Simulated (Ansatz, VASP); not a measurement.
**Tl: VASP beside Ansatz**

```xyz
1
Lattice="0.0000 2.4619 2.4619 2.4619 0.0000 2.4619 2.4619 2.4619 0.0000" Properties=species:S:1:pos:R:3 pbc="T T T"
Tl    0.0000    0.0000    0.0000
```

Alike in both runs: task single point; functional r2SCAN; k mesh 14 × 14 × 14; occupations gaussian, width 0.05 eV; no spin polarisation.

|  | VASP | Ansatz |
| --- | --- | --- |
| version | VASP 6.6.1 | Ansatz 0.2.0 |
| potentials or method | VASP PAW PBE potentials, release 64 (Tl_d), cutoff 520 eV | scalar-relativistic, plane waves, PAW |
| valence electrons in the cell | 13 | 13 |

|  | VASP | Ansatz | Ansatz less VASP |
| --- | --- | --- | --- |
| gap on the k mesh at the Fermi level (eV) | none | none | - |
| pressure (GPa) | 0.0 | 0.0 | +0.04 |

VASP's potentials were made for PBE, not for r2SCAN. A gap of «none» marks a metal or a gap that the smearing closes. With one functional, cell and mesh, what is left measures potentials, basis and numerics.

Spin-orbit coupling is off throughout.
